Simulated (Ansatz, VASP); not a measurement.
## Ir in VASP and in Ansatz

File INCAR:

```
SYSTEM = Ir
ALGO = Normal
EDIFF = 1E-6
EDIFFG = -0.01
ENCUT = 600
GGA = PE
IBRION = 2
ISIF = 3
ISMEAR = -1
LASPH = .True.
LCHARG = .False.
LREAL = .False.
LWAVE = .False.
NELM = 100
NSW = 80
PREC = Accurate
SIGMA = 0.1
```

Contents of KPOINTS:

```
k-points
0
Gamma
  9 9 12
  0 0 0
```

Contents of POSCAR:

```
Ir
1.0
    4.3081096287      0.0000000000      0.0000000000
   -2.1540548143      3.7309323807      0.0000000000
    0.0000000000      0.0000000000      2.6408712024
Ir
3
Direct
    0.0000000000      0.0000000000      0.0000000000
    0.3333333333      0.6666666667      0.5000000000
    0.6666666667      0.3333333333      0.5000000000
```

Input for Ansatz:

```yaml
crystal:
  lattice:
    - [4.3081096287, 0.0, 0.0]
    - [-2.1540548143, 3.7309323807, 0.0]
    - [0.0, 0.0, 2.6408712024]
  atoms:
    - { symbol: Ir, position: [0.0, 0.0, 0.0] }
    - { symbol: Ir, position: [0.3333333333, 0.6666666667, 0.5] }
    - { symbol: Ir, position: [0.6666666667, 0.3333333333, 0.5] }
hamiltonian:
  xc: pbe
  pseudopotentials:
    kind: paw
    azcp:
      Ir: "pseudopotentials/Ir.paw.azcp"
basis:
  ecutwfc: 420
  fft_grid_basis: typed
kpoints:
  mp_grid: { grid: [9, 9, 12], shift: [0, 0, 0] }
magnetization:
  spin_polarized: false
scf:
  occupations: { method: fermi_dirac, width: 0.1 }
relax:
  max_steps: 60
  f_tol: 0.01
  cell: {}
```

Alike in both runs: task relaxation of cell and atoms; functional PBE; k mesh 9 × 9 × 12; occupations fermi-dirac, width 0.1 eV; no spin polarisation.

|  | VASP | Ansatz |
| --- | --- | --- |
| version | VASP 6.6.1 | Ansatz 0.2.0 |
| potentials or method | VASP PAW PBE potentials, release 64 (Ir), cutoff 600 eV | plane waves (420 eV) with PAW, scalar-relativistic |
| valence electrons in the cell | 27 | 51 |

|  | VASP | Ansatz | Ansatz less VASP |
| --- | --- | --- | --- |
| relaxed volume (Å³/atom) | 14.99 | 14.98 | -0.018 |
| relaxed length of the cell vector where the two differ most in proportion (Å) | 4.382 | 4.380 | -0.0022 |

VASP's potentials hold 27 valence electrons a cell and Ansatz's 51, so a difference there can come from the potentials and not from the codes.

Spin-orbit coupling is off throughout.
